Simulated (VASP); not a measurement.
TePb: single point with PBE

TePb:

```
Te Pb
1.0
     0.00000    3.26786    3.26786
     3.26786    0.00000    3.26786
     3.26786    3.26786    0.00000
Te Pb
1 1
Direct
  0.50000 0.50000 0.50000
  0.00000 0.00000 0.00000
```

| Quantity | Value |
| --- | --- |
| Program | VASP 6.6.1 |
| Task | single point |
| Functional | PBE |
| Potentials or basis | VASP PAW PBE potentials, release 64 (Te, Pb_d) |
| Cutoff | 520 eV |
| k mesh | 2 × 2 × 2 |
| Occupations | gaussian, width 0.01 eV |
| Spin | no spin polarisation |

The pressure is 7.2 GPa and the band gap on the k mesh is 0.65 eV, direct.

Levels at points of the mesh, in eV from the valence-band top:
```tsv
k point	band 7	band 8	band 9	band 10	band 11	band 12	band 13	band 14
(0.00, 0.00, 0.00)	-5.81	-1.14	-1.14	-1.14	3.83	3.83	3.83	5.77
(0.50, 0.00, 0.00)	-8.76	-0.63	-0.63	0.00	0.65	1.08	1.08	8.34
(0.50, 0.50, 0.00)	-7.55	-4.28	-2.61	-2.61	3.32	5.25	5.25	6.54
```

Wall time 9 s on 1 thread of Intel Xeon 8259CL, with other jobs on the host, peak memory 0.2 GiB.

Caveat: the k points lie up to 0.83 Å⁻¹ apart; spin-orbit coupling is left out, which moves the levels of the heavy elements. A k mesh can miss the band edges.
